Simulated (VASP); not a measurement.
Input of a VASP 6.6.1 run:

File POSCAR:

```
SrCl2
1.0
    4.5985235080      0.0000000000      0.0000000000
   -2.2992617540      3.9824381778      0.0000000000
    0.0000000000      0.0000000000      5.5960650195
Sr Cl
1 2
Direct
    0.0000000000      0.0000000000      0.0000000000
    0.3333333333      0.6666666667      0.2318369606
    0.6666666667      0.3333333333      0.7681630394
```

INCAR.step1

```
SYSTEM = SrCl2
ALGO     = Normal         ! electronic algorithm
EDIFF    = 1E-4           ! SCF threshold, eV
ENCUT    = 520            ! plane-wave cutoff, eV
GGA      = PE             ! functional
ISMEAR   = 0              ! smearing method
LASPH    = .True.         ! aspherical terms in the spheres
LCHARG   = .False.        ! write CHGCAR
LREAL    = .False.        ! projectors in reciprocal space
LWAVE    = .True.         ! write WAVECAR
NBANDS   = 19             ! bands
NELM     = 100            ! most SCF steps
PREC     = Accurate       ! precision mode
SIGMA    = 0.01           ! smearing width, eV
```

Contents of INCAR.step2:

```
SYSTEM = SrCl2
ALGO     = Normal         ! electronic algorithm
EDIFF    = 1E-6           ! SCF threshold, eV
ENCUT    = 520            ! plane-wave cutoff, eV
ISIF     = 2              ! what is computed and relaxed
ISMEAR   = 0              ! smearing method
ISTART   = 1            
LASPH    = .True.         ! aspherical terms in the spheres
LCHARG   = .True.         ! write CHGCAR
LELF     = .True.         ! ELF
LMIXTAU  = .True.       
LREAL    = .False.        ! projectors in reciprocal space
LVHAR    = .True.       
LWAVE    = .False.        ! write WAVECAR
METAGGA  = R2SCAN         ! meta-GGA
NBANDS   = 19             ! bands
NELM     = 100            ! most SCF steps
PREC     = Accurate       ! precision mode
SIGMA    = 0.01           ! smearing width, eV
```

KPOINTS

```
k-points
0
Gamma
  6 6 6
  0 0 0
```

Potentials or basis: VASP PAW PBE potentials, release 64 (Sr_sv, Cl).

The run is started by

```console
$ cat potpaw_PBE.64/Sr_sv/POTCAR potpaw_PBE.64/Cl/POTCAR > POTCAR
$ cp INCAR.step1 INCAR
$ mpirun -np 1 vasp_std > vasp.out
$ cp INCAR.step2 INCAR
$ mpirun -np 1 vasp_std > vasp.out
```

(1) Estimate the band gap on the k mesh.

(2) What does it give for the largest force?

(3) Predict the pressure.

Answers

(1) 5.47 eV, direct.

(2) 0.011 eV/Å.

(3) -1.1 GPa.

Caveat: the cell differs from its parent crystal (biaxial xy strain +4.3%); the PAW data sets were made with another functional, which shifts forces and pressure a little.
